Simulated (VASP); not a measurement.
Set up this calculation in VASP 6.6.1, as the native input.

| Item | Value |
| --- | --- |
| Task | single point |
| Functional | PBE |
| Potentials or basis | VASP PAW PBE potentials, release 64 (Ta_pv) |
| Cutoff | 520 eV |
| k mesh | 17 × 17 × 17 |
| Occupations | fermi-dirac, width 0.05 eV |
| Spin | no spin polarisation |
| Dipole correction | no |
| Further INCAR settings | ALGO = Normal; EDIFF = 1e-06; NBANDS = 12 |

The structure of Ta lies in POSCAR:

```
Ta
1.0
    2.5742165471      0.0000000000      0.0000000000
    0.0000000000      2.5742165471      0.0000000000
    0.0000000000      0.0000000000      2.5742165471
Ta
1
Direct
    0.0000000000      0.0000000000      0.0000000000
```

These files were run (other wordings do the same):

INCAR

```
ALGO = Normal
EDIFF = 1E-6
ENCUT = 520
GGA = PE
ISIF = 2
ISMEAR = -1
LASPH = T
LCHARG = T
LELF = T
LREAL = F
LVHAR = T
LWAVE = F
NBANDS = 12
NELM = 100
PREC = Accurate
SIGMA = 0.05
```

KPOINTS

```
k-points
0
Gamma
  17 17 17
```

Potentials or basis: VASP PAW PBE potentials, release 64 (Ta_pv).

Run with:

```bash
$ cat potpaw_PBE.64/Ta_pv/POTCAR > POTCAR
$ mpirun -np 1 vasp_std > vasp.out
```

It gave:

```json
{
 "Pressure": "40.5 GPa"
}
```

It took 13 s on 1 thread of Intel Xeon 6975P-C (shared host), peak memory 0.15 GiB.
